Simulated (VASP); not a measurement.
Set up this calculation in VASP 6.6.1, as the native input.

| Property | Result |
| --- | --- |
| Task | single point |
| Functional | LDA |
| Potentials or basis | VASP PAW LDA potentials, release 64 (Ge_d) |
| Cutoff | 520 eV |
| k mesh | 12 × 12 × 12 |
| Occupations | fermi-dirac, width 0.1 eV |
| Spin | no spin polarisation |
| Dipole correction | no |
| Further INCAR settings | ALGO = Normal; EDIFF = 1e-06; NBANDS = 21 |

The structure of Ge lies in POSCAR:

```
Ge
1.0
    0.0000000000      2.4227788186      2.4227788186
    2.4227788186      0.0000000000      2.4227788186
    2.4227788186      2.4227788186      0.0000000000
Ge
2
Direct
   -0.1250000000     -0.1250000000     -0.1250000000
    0.1250000000      0.1250000000      0.1250000000
```

This cell differs from its parent crystal: volume scaled by 0.64.

The input as run:

INCAR

```
SYSTEM = Ge
  PREC = Accurate
  ENCUT = 520
  EDIFF = 1E-6
  ISMEAR = -1
  SIGMA = 0.1
  LREAL = .False.
  LASPH = .True.
  NELM = 100
  ALGO = Normal
  ISIF = 2
  LWAVE = .False.
  LCHARG = .False.
  GGA = CA
  NBANDS = 21
```

KPOINTS

```
regular mesh
0
Gamma
  12 12 12
  0 0 0
```

Potentials or basis: VASP PAW LDA potentials, release 64 (Ge_d).

Run with:

```bash
$ cat potpaw_LDA.64/Ge_d/POTCAR > POTCAR
$ mpirun -np 1 vasp_std > vasp.out
```

Results of the run:

```
Pressure               : 90.2 GPa
Band gap on the k mesh : zero (band 14 reaches 10.63 eV, above the bottom of band 15 at 10.14 eV)
```

Run time: 22 s on 1 thread of Intel(R) Xeon(R) 6975P-C (Granite Rapids) (shared host), peak memory 0.15 GiB.
